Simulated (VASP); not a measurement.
# C (P6_322) in VASP: notebook

The runs below take C through single point, relaxation of cell and atoms, with PBE.

All numbers are computed with VASP 6.6.1; they aren't measurements. Logs are shortened: lines on timing, memory, paths and dates and some standing lists are left out, and cuts for length are marked.

### 1 The cell of the first run

Symmetry: P6_322, No. 182, hexagonal system. Conventional cell: a = 4.766 Å, b = 4.766 Å, c = 3.784 Å, α = 90.00°, β = 90.00°, γ = 120.00°. Within 1.9 Å of C (site symmetry 1) lie 3 C at 1.45 to 1.47 Å.

The cell was generated, and may not be a known phase.

### 2 Single point, PBE

Input file INCAR:

```
SYSTEM = C
ALGO = Normal
EDIFF = 1E-7
ENCUT = 520
GGA = PE
ISIF = 2
ISMEAR = 0
LASPH = .True.
LCHARG = .False.
LREAL = .False.
LWAVE = .False.
NBANDS = 36
NELM = 60
PREC = Accurate
SIGMA = 0.1
```

Input file KPOINTS:

```
k-points
0
Gamma
  6 6 4
  0 0 0
```

Input file POSCAR:

```
C
1.0
    4.7656033900      0.0000000000      0.0000000000
   -2.3828017000      4.1271336000      0.0000000000
    0.0000000000      0.0000000000      3.7843905700
C
12
Direct
    0.6221980300      0.6658045100      0.3131748000
    0.3341954900      0.9563935300      0.3131748000
    0.0436064700      0.3778019700      0.3131748000
    0.3778019700      0.3341954900      0.8131748000
    0.6658045100      0.0436064700      0.8131748000
    0.9563935300      0.6221980300      0.8131748000
    0.3341954900      0.3778019700      0.1868252000
    0.6221980300      0.9563935300      0.1868252000
    0.0436064700      0.6658045100      0.1868252000
    0.6658045100      0.6221980300      0.6868252000
    0.3778019700      0.0436064700      0.6868252000
    0.9563935300      0.3341954900      0.6868252000
```

Potentials or basis: VASP PAW PBE potentials, release 64 (C).

Run with:

```sh
$ cat potpaw_PBE.64/C/POTCAR > POTCAR
$ mpirun -np 1 vasp_std > vasp.out
```

OUTCAR:

```text
SYSTEM = C
   EDIFF = 1E-7
   ENCUT = 520
   GGA = PE
   ISIF = 2
   ISMEAR = 0
   LASPH = .True.
   LREAL = .False.
   NELM = 60
   PREC = Accurate

 ion  position               nearest neighbor table
   1  0.622  0.666  0.313-   7 1.45  10 1.46   8 1.47   9 2.06
   2  0.334  0.956  0.313-   8 1.45  11 1.46   9 1.47   7 2.06
   3  0.044  0.378  0.313-   9 1.45  12 1.46   7 1.47   8 2.06
   4  0.378  0.334  0.813-  10 1.45   7 1.46  11 1.47  12 2.06
   5  0.666  0.044  0.813-  11 1.45   8 1.46  12 1.47  10 2.06
   6  0.956  0.622  0.813-  12 1.45   9 1.46  10 1.47  11 2.06
   7  0.334  0.378  0.187-   1 1.45   4 1.46   3 1.47   2 2.06
   8  0.622  0.956  0.187-   2 1.45   5 1.46   1 1.47   3 2.06
   9  0.044  0.666  0.187-   3 1.45   6 1.46   2 1.47   1 2.06
  10  0.666  0.622  0.687-   4 1.45   1 1.46   6 1.47   5 2.06
  11  0.378  0.044  0.687-   5 1.45   2 1.46   4 1.47   6 2.06
  12  0.956  0.334  0.687-   6 1.45   3 1.46   5 1.47   4 2.06

  LATTYP: Found a hexagonal cell.
 ALAT       =     4.7656033900
 C/A-ratio  =     0.7941052287

  Lattice vectors:

 A1 = (   4.7656033900,   0.0000000000,   0.0000000000)
 A2 = (  -2.3828017000,   4.1271336000,   0.0000000000)
 A3 = (   0.0000000000,   0.0000000000,   3.7843905700)

Analysis of symmetry for initial positions (statically):
=====================================================================
 Subroutine PRICEL returns:
 Original cell was already a primitive cell.

 Routine SETGRP: Setting up the symmetry group for a
 hexagonal supercell.

 Subroutine GETGRP returns: Found 12 space group operations
 (whereof  6 operations were pure point group operations)
 out of a pool of 24 trial point group operations.

The static configuration has the point symmetry D_3 .
 The point group associated with its full space group is D_6 .

Analysis of symmetry for dynamics (positions and initial velocities):
=====================================================================
 Subroutine PRICEL returns:
 Original cell was already a primitive cell.

 Routine SETGRP: Setting up the symmetry group for a
 hexagonal supercell.

 Subroutine GETGRP returns: Found 12 space group operations
 (whereof  6 operations were pure point group operations)
 out of a pool of 24 trial point group operations.

The dynamic configuration has the point symmetry D_3 .
 The point group associated with its full space group is D_6 .

 Subroutine INISYM returns: Found 12 space group operations
 (whereof  6 operations are pure point group operations),
 and found     1 'primitive' translations

----------------------------------------------------------------------------------------

                                     Primitive cell

  volume of cell :      74.4325

  direct lattice vectors                    reciprocal lattice vectors
     4.765603390  0.000000000  0.000000000     0.209837017  0.121149459  0.000000000
    -2.382801700  4.127133600  0.000000000     0.000000000  0.242298917  0.000000000
     0.000000000  0.000000000  3.784390570     0.000000000  0.000000000  0.264243339

  length of vectors
     4.765603390  4.765603392  3.784390570     0.242298917  0.242298917  0.264243339

  position of ions in fractional coordinates (direct lattice)
     0.622198030  0.665804510  0.313174800
     0.334195490  0.956393530  0.313174800
     0.043606470  0.377801970  0.313174800
     0.377801970  0.334195490  0.813174800
     0.665804510  0.043606470  0.813174800
     0.956393530  0.622198030  0.813174800
     0.334195490  0.377801970  0.186825200
     0.622198030  0.956393530  0.186825200
     0.043606470  0.665804510  0.186825200
     0.665804510  0.622198030  0.686825200
     0.377801970  0.043606470  0.686825200
     0.956393530  0.334195490  0.686825200

  ion indices of the primitive-cell ions
   primitive index   ion index
                 1           1
                 2           2
                 3           3
                 4           4
                 5           5
                 6           6
                 7           7
                 8           8
                 9           9
                10          10
                11          11
                12          12

----------------------------------------------------------------------------------------

 KPOINTS: k-points

Automatic generation of k-mesh.
 Grid dimensions read from file:
 generate k-points for:    6    6    4

 Generating k-lattice:

  Cartesian coordinates                     Fractional coordinates (reciprocal lattice)
     0.034972836  0.020191576  0.000000000     0.166666667  0.000000000  0.000000000
     0.000000000  0.040383153  0.000000000     0.000000000  0.166666667  0.000000000
     0.000000000  0.000000000  0.066060835     0.000000000  0.000000000  0.250000000

  Length of vectors
     0.040383153  0.040383153  0.066060835

  Shift w.r.t. Gamma in fractional coordinates (k-lattice)
     0.000000000  0.000000000  0.000000000

 Subroutine IBZKPT returns following result:
 ===========================================

 Found     21 irreducible k-points:

 Following reciprocal coordinates:
            Coordinates               Weight
  0.000000  0.000000  0.000000      1.000000
  0.166667  0.000000  0.000000      6.000000
  0.333333  0.000000  0.000000      6.000000
  0.500000  0.000000  0.000000      3.000000
  0.166667  0.166667  0.000000      6.000000
  0.333333  0.166667  0.000000     12.000000
[... 13 lines left out ...]
  0.333333  0.166667  0.500000     12.000000
  0.333333  0.333333  0.500000      2.000000
   k-points           NKPTS =     21   k-points in BZ     NKDIM =     21   number of bands    NBANDS=     36
   number of dos      NEDOS =    301   number of ions     NIONS =     12
   total plane-waves  NPLWV =  36288
   dimension x,y,z NGX =    36 NGY =   36 NGZ =   28
   dimension x,y,z NGXF=    72 NGYF=   72 NGZF=   56
   ions per type =              12
   NGX,Y,Z   is equivalent  to a cutoff of  12.56, 12.56, 12.30 a.u.
   NGXF,Y,Z  is equivalent  to a cutoff of  25.12, 25.12, 24.60 a.u.
 SYSTEM =  C
   PREC   = accura    normal or accurate (medium, high low for compatibility)
   ISTART =      0    job   : 0-new  1-cont  2-samecut
   ICHARG =      2    charge: 1-file 2-atom 10-const
   ISPIN  =      1    spin polarized calculation?
   LNONCOLLINEAR =      F non collinear calculations
   LSORBIT =      F    spin-orbit coupling
   LASPH  =      T    aspherical Exc in radial PAW
   ENCUT  =  520.0 eV  38.22 Ry    6.18 a.u.   8.86  8.86  7.04*2*pi/ulx,y,z
   NELM   =     60;   NELMIN=  2; NELMDL= -5     # of ELM steps
   EDIFF  = 0.1E-06   stopping-criterion for ELM
   LREAL  =      F    real-space projection
   EDIFFG = 0.1E-05   stopping-criterion for IOM
   NSW    =      0    number of steps for IOM
   IBRION =     -1    ionic relax: 0-MD 1-quasi-New 2-CG
   NFREE  =      0    steps in history (QN), initial steepest desc. (CG)
   ISIF   =      2    stress and relaxation
   ISYM   =      2    0-nonsym 1-usesym 2-fastsym
   POTIM  = 0.5000    time-step for ionic-motion
   TEBEG  =    0.0;   TEEND  =   0.0 temperature during run
   PSTRESS=    0.0 pullay stress
   NELECT =      48.0000    total number of electrons
   NUPDOWN=      -1.0000    fix difference up-down
   EMIN   =  10.00;   EMAX   =-10.00  energy-range for DOS
   EFERMI =   0.00;   METHOD = LEGACY
   ISMEAR =     0;   SIGMA  =   0.10  broadening in eV -4-tet -1-fermi 0-gaus
   EFERMI_NEDOS =   21; number of points for ismear=-14 and -15
   IALGO  =     38    algorithm
   IMIX   =      4    mixing-type and parameters
     AMIX     =   0.40;   BMIX     =  1.00
     AMIX_MAG =   1.60;   BMIX_MAG =  1.00
  volume/ion in A,a.u.               =       6.20        41.86
  Fermi-wavevector in a.u.,A,eV,Ry     =   1.414385  2.672801 27.218268  2.000486
  Thomas-Fermi vector in A             =   2.535933
   LORBIT       =      0    0 simple, 1 ext, 2 COOP (PROOUT), +10 PAW based schemes
   GGA     = PE    functional components
   LHFCALC =     F    Hartree Fock is set to
   AEXX    =    0.0000 exact exchange contribution
   IVDW    =     0    specifies the selected vdW correction
   LEPSILON=     F    determine dielectric tensor
   LRPA    =     F    only Hartree local field effects (RPA)
 non-spin polarized calculation
 Gauss-broadening in eV      SIGMA  =   0.10
  energy-cutoff  :      520.00
  volume of cell :       74.43
 maximum number of plane-waves:      2020
 NGX is ok and might be reduce to    36
   NGX = 17   NGY = 17   NGZ = 15

 number of electron      47.9999998 magnetization

 Free energy of the ion-electron system (eV)
  ---------------------------------------------------
  ext. energy  EPLUGINS =         0.00000000
  ---------------------------------------------------
  free energy    TOTEN  =       -96.57045856 eV

  energy without entropy =      -96.56558174  energy(sigma->0) =      -96.56802015

 E-fermi :   9.2760     XC(G=0): -12.6912

 val. band max:        9.2523516777   @ k =   0.0000   0.0000   0.0000
 cond. band min:       9.2975824477   @ k =   0.1667   0.0000   0.0000
 fundamental gap:      0.0452307700
 Fermi energy:         9.2760390467

 k-point     1 :       0.0000    0.0000    0.0000
  band No.  band energies     occupation
      1     -12.7361      2.00000
      2      -7.8725      2.00000
      3      -7.8725      2.00000
      4      -7.0502      2.00000
      5      -6.0176      2.00000
      6      -6.0176      2.00000
[... 28 lines left out ...]
     35      19.2471      0.00000
     36      20.7783      0.00000

 k-point     2 :       0.1667    0.0000    0.0000
  band No.  band energies     occupation
      1     -12.5684      2.00000
      2      -8.7800      2.00000
      3      -8.1442      2.00000
      4      -6.6548      2.00000
      5      -5.7532      2.00000
      6      -5.4945      2.00000
[... 733 lines left out ...]
 k-point    21 :       0.3333    0.3333    0.5000
  band No.  band energies     occupation
      1      -9.8728      2.00000
      2      -9.8728      2.00000
      3      -8.1481      2.00000
      4      -8.1481      2.00000
      5      -7.6733      2.00000
      6      -7.6733      2.00000
[... 28 lines left out ...]
     35      18.7864      0.00000
     36      18.7864      0.00000

------------------------ aborting loop because EDIFF is reached ----------------------------------------

  FORCE on cell =-STRESS in cart. coord.  units (eV):
  Direction    XX          YY          ZZ          XY          YZ          ZX
  --------------------------------------------------------------------------------------
  -------------------------------------------------------------------------------------
  Total       -6.6357837     -6.6357837     48.3792990      0.0000000      0.0000000      0.0000000
  in kB     -142.8369030   -142.8369030   1041.3765128      0.0000002      0.0000000      0.0000000
  external PRESSURE =     251.9009023 kB  Pullay stress =       0.0000000 kB

 VOLUME and BASIS-vectors are now :
 -----------------------------------------------------------------------------
  energy-cutoff  :      520.00
  volume of cell :       74.43
      direct lattice vectors                 reciprocal lattice vectors
     4.765603390  0.000000000  0.000000000     0.209837017  0.121149459  0.000000000
    -2.382801700  4.127133600  0.000000000     0.000000000  0.242298917  0.000000000
     0.000000000  0.000000000  3.784390570     0.000000000  0.000000000  0.264243339

 POSITION                                       TOTAL-FORCE (eV/Angst)
 -----------------------------------------------------------------------------------
      1.37867      2.74786      1.18518         3.865422     -0.003099      1.510699
     -0.68625      3.94716      1.18518        -1.930027      3.349104      1.510699
     -0.69242      1.55924      1.18518        -1.935395     -3.346004      1.510699
      1.00413      1.37927      3.07737        -3.865422      0.003099      1.510699
      3.06905      0.17997      3.07737         1.930027     -3.349104      1.510699
      3.07522      2.56789      3.07737         1.935395      3.346004      1.510699
      0.69242      1.55924      0.70702         1.935395     -3.346004     -1.510699
      0.68625      3.94716      0.70702         1.930027      3.349104     -1.510699
     -1.37867      2.74786      0.70702        -3.865422     -0.003099     -1.510699
      1.69039      2.56789      2.59921        -1.935395      3.346004     -1.510699
      1.69655      0.17997      2.59921        -1.930027     -3.349104     -1.510699
      3.76147      1.37927      2.59921         3.865422      0.003099     -1.510699
 -----------------------------------------------------------------------------------
    total drift:                               -0.000017     -0.000006      0.000000

  FREE ENERGIE OF THE ION-ELECTRON SYSTEM (eV)
  ---------------------------------------------------
  free  energy   TOTEN  =       -96.5704585628 eV

  energy  without entropy=      -96.5655817368  energy(sigma->0) =      -96.56802015
```

Wall time 79 s (1 thread of Intel Xeon Platinum 8488C (Sapphire Rapids), shared host); peak memory 0.19 GiB.

What came out:

```yaml
Free_energy: -96.5705 eV
Pressure: 25.2 GPa
Largest_force: 4.150 eV/Å
Band_gap_on_the_k_mesh: zero (bands 24 and 25 overlap by 0.75 eV)
```

Forces in eV/Å, atoms in the order of the input:
```
C    3.865 -0.003  1.511
C   -1.930  3.349  1.511
C   -1.935 -3.346  1.511
C   -3.865  0.003  1.511
C    1.930 -3.349  1.511
C    1.935  3.346  1.511
C    1.935 -3.346 -1.511
C    1.930  3.349 -1.511
C   -3.865 -0.003 -1.511
C   -1.935  3.346 -1.511
C   -1.930 -3.349 -1.511
C    3.865  0.003 -1.511
```

Levels at points of the mesh, in eV from the Fermi level:
| k point | band 22 | band 23 | band 24 | band 25 | band 26 | band 27 |
| --- | --- | --- | --- | --- | --- | --- |
| (0.00, 0.00, 0.00) | -0.06 | -0.02 | 0.39 | 0.39 | 0.45 | 0.62 |
| (0.50, 0.00, 0.00) | -3.24 | -1.49 | -1.41 | 0.70 | 1.37 | 2.02 |
| (0.00, 0.00, 0.50) | -2.48 | -0.80 | -0.80 | 1.72 | 1.72 | 2.51 |
| (0.50, 0.00, 0.50) | -2.68 | -2.30 | -2.30 | 1.31 | 1.31 | 3.02 |

Caveat: the k points lie up to 0.42 Å⁻¹ apart, too coarse for converged energies and pressures of a metal; this functional lacks dispersion, which binds layers or chains, so the pressure and a relaxed spacing across them are unreliable; forces of over 1 eV/Å act on the atoms, so gaps and moduli don't describe the material at rest.

### 3 Relaxation of cell and atoms, PBE

Input file INCAR:

```
PREC     = Accurate       # precision mode
ENCUT    = 600            # plane-wave cutoff, eV
EDIFF    = 1E-7           # SCF threshold, eV
ISMEAR   = 0              # smearing method
SIGMA    = 0.1            # smearing width, eV
LREAL    = False          # projectors in reciprocal space
LASPH    = True           # aspherical terms in the spheres
NELM     = 60             # most SCF steps
ALGO     = Normal         # electronic algorithm
ISIF     = 3              # what is computed and relaxed
LWAVE    = False          # write WAVECAR
LCHARG   = False          # write CHGCAR
GGA      = PE             # functional
IBRION   = 2              # ionic algorithm
NSW      = 90             # ionic steps
EDIFFG   = -0.04          # ionic threshold
```

Input file KPOINTS:

```
Automatic mesh
0
Gamma
  6 6 4
```

POSCAR is that of step 2.

Potentials or basis: VASP PAW PBE potentials, release 64 (C).

Run with:

```sh
$ cat potpaw_PBE.64/C/POTCAR > POTCAR
$ mpirun -np 1 vasp_std > vasp.out
```

Run time: 8.8 min. Hardware: 1 thread of Intel Xeon Platinum 8488C (Sapphire Rapids), shared host; peak memory 0.21 GiB.

Results (log left out):

```yaml
Free_energy: -108.8692 eV
Relaxed_volume: 5.71 Å³/atom
Relaxed_cell: a = 4.349 Å, b = 4.349 Å, c = 4.181 Å, α = 90.00°, β = 90.00°, γ = 120.00°
Space_group_after_relaxing_to_0.1_Å: P6_3/mmc (No. 194)
Energy_gained_by_relaxing: 1022.6 meV/atom
Ionic_steps: 9
Pressure_after_relaxing: 0.1 GPa
Largest_force_after_relaxing: 0.037 eV/Å
```

Forces in eV/Å, atoms in the order of the input:
```
C    0.026 -0.024  0.012
C    0.007  0.035  0.012
C   -0.034 -0.011  0.012
C   -0.026  0.024  0.012
C   -0.007 -0.035  0.012
C    0.034  0.011  0.012
C    0.034 -0.011 -0.012
C   -0.007  0.035 -0.012
C   -0.026 -0.024 -0.012
C   -0.034  0.011 -0.012
C    0.007 -0.035 -0.012
C    0.026  0.024 -0.012
```

Stress tensor (GPa, compression positive):
```
 0.21  0.00  0.00
 0.00  0.21  0.00
 0.00  0.00 -0.08
```

The path:
| step | energy change (eV) | largest force (eV/Å) | pressure (GPa) | volume (Å³) |
| --- | --- | --- | --- | --- |
| 1 | 0.0000 | 4.1503 | 24.61 | 74.43 |
| 2 | -5.9166 | 5.2384 | -55.29 | 83.97 |
| 3 | -7.1221 | 4.2650 | -42.77 | 81.34 |
| 4 | -8.1601 | 5.0110 | -14.57 | 74.04 |
| 5 | -10.4979 | 1.5478 | -41.21 | 77.07 |
| 6 | -12.0658 | 1.3612 | 9.88 | 67.18 |
| 7 | -12.2102 | 0.7052 | -3.92 | 69.24 |
| 8 | -12.2546 | 0.3977 | 2.44 | 68.12 |
| 9 | -12.2717 | 0.0375 | 0.12 | 68.49 |

Final structure:
```
CELL_PARAMETERS angstrom
4.34944 0.00000 0.00000
-2.17472 3.76673 0.00000
0.00000 0.00000 4.18081
ATOMIC_POSITIONS crystal
C 0.66663 0.66677 0.31267
C 0.33323 0.99986 0.31267
C 0.00014 0.33337 0.31267
C 0.33337 0.33323 0.81267
C 0.66677 0.00014 0.81267
C 0.99986 0.66663 0.81267
C 0.33323 0.33337 0.18733
C 0.66663 0.99986 0.18733
C 0.00014 0.66677 0.18733
C 0.66677 0.66663 0.68733
C 0.33337 0.00014 0.68733
C 0.99986 0.33323 0.68733
```

Caveat: this functional lacks dispersion, which binds layers or chains, so the pressure and a relaxed spacing across them are unreliable.

(Continued in part 2 of 2.)

The gap in the log of VASP goes by the Fermi energy; the results here count the filled bands.